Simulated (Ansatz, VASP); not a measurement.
## Si14C13 in VASP and in Ansatz

```
CELL_PARAMETERS angstrom
0.00000 6.53700 6.53700
6.53700 0.00000 6.53700
6.53700 6.53700 0.00000
ATOMIC_POSITIONS crystal
Si 0.98935 0.98935 0.98935
Si 0.98935 0.98935 0.36528
Si 0.00035 0.00035 0.66632
Si 0.98935 0.36528 0.98935
Si 0.99985 0.33356 0.33356
Si 0.99985 0.33356 0.66636
Si 0.00035 0.66632 0.00035
Si 0.99985 0.66636 0.33356
Si 0.00035 0.66632 0.66632
Si 0.36528 0.98935 0.98935
Si 0.33356 0.99985 0.33356
Si 0.33356 0.99985 0.66636
Si 0.33356 0.33356 0.99985
Si 0.33333 0.33333 0.33333
Si 0.33356 0.33356 0.66636
Si 0.33356 0.66636 0.99985
Si 0.33356 0.66636 0.33356
Si 0.33312 0.66674 0.66674
Si 0.66632 0.00035 0.00035
Si 0.66636 0.99985 0.33356
Si 0.66632 0.00035 0.66632
Si 0.66636 0.33356 0.99985
Si 0.66636 0.33356 0.33356
Si 0.66674 0.33312 0.66674
Si 0.66632 0.66632 0.00035
Si 0.66674 0.66674 0.33312
Si 0.66674 0.66674 0.66674
Si 0.08333 0.08333 0.08333
C 0.08379 0.08379 0.42170
C 0.08379 0.08379 0.74406
C 0.08379 0.42170 0.08379
C 0.08347 0.41662 0.41662
C 0.08379 0.42170 0.74406
C 0.08379 0.74406 0.08379
C 0.08379 0.74406 0.42170
C 0.08302 0.75010 0.75010
C 0.42170 0.08379 0.08379
C 0.41662 0.08347 0.41662
C 0.42170 0.08379 0.74406
C 0.41662 0.41662 0.08347
C 0.41662 0.41662 0.41662
C 0.41663 0.41663 0.75004
C 0.42170 0.74406 0.08379
C 0.41663 0.75004 0.41663
C 0.41663 0.75004 0.75004
C 0.74406 0.08379 0.08379
C 0.74406 0.08379 0.42170
C 0.75010 0.08302 0.75010
C 0.74406 0.42170 0.08379
C 0.75004 0.41663 0.41663
C 0.75004 0.41663 0.75004
C 0.75010 0.75010 0.08302
C 0.75004 0.75004 0.41663
C 0.75010 0.75010 0.75010
```

Alike in both runs: functional PBE; k mesh 3 × 3 × 3; occupations fermi-dirac, width 0.01 eV; no spin polarisation.

Ansatz relaxed the structure, and its values are those at the end. VASP's run is a single point on that final structure, the one shown.

```csv
,VASP,Ansatz
version,VASP 6.6.1,Ansatz 0.2.0
potentials or method,"VASP PAW PBE potentials, release 64 (Si, C)","plane-wave PAW, scalar-relativistic"
plane-wave cutoff (eV),520,420
valence electrons in the cell,216,216
```

```csv
,VASP,Ansatz,Ansatz less VASP
gap on the k mesh at the Fermi level (eV),0.77,0.77,+0.006
pressure (GPa),9.6,9.6,+0.07
rms of the force components (eV/Å),0.003,0.000,-0.0030
```

Ansatz's warnings: stress scf threshold loose.
